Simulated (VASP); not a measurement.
Input of a VASP 6.6.1 run:

Contents of INCAR:

```
ALGO     = Normal         # electronic algorithm
EDIFF    = 1E-6           # SCF threshold, eV
ENCUT    = 520            # plane-wave cutoff, eV
GGA      = PE             # functional
ISIF     = 2              # what is computed and relaxed
ISMEAR   = 1              # smearing method
LASPH    = T              # aspherical terms in the spheres
LCHARG   = F              # write CHGCAR
LREAL    = F              # projectors in reciprocal space
LWAVE    = F              # write WAVECAR
NBANDS   = 21             # bands
NELM     = 100            # most SCF steps
PREC     = Accurate       # precision mode
SIGMA    = 0.01           # smearing width, eV
```

KPOINTS

```
k-points
0
Gamma
  13 13 7
```

Contents of POSCAR:

```
Ru
1.0
    2.7235595794      0.0000000000      0.0000000000
   -1.3617797897      2.3586717845      0.0000000000
    0.0000000000      0.0000000000      4.2890849607
Ru
2
Direct
    0.3333333333      0.6666666667      0.2500000000
    0.6666666667      0.3333333333      0.7500000000
```

Potentials or basis: VASP PAW PBE potentials, release 64 (Ru_pv).

Launch:

```sh
$ cat potpaw_PBE.64/Ru_pv/POTCAR > POTCAR
$ mpirun -np 1 vasp_std > vasp.out
```

**Question.** What does it give for the pressure?

**Answer.** -0.4 GPa.

**Question.** Predict the band gap on the k mesh.

**Answer.** Zero (band 14 reaches 13.98 eV, above the bottom of band 15 at 11.05 eV).

Stress tensor (GPa, compression positive):
```
-0.62  0.00  0.00
 0.00 -0.62  0.00
 0.00  0.00  0.05
```
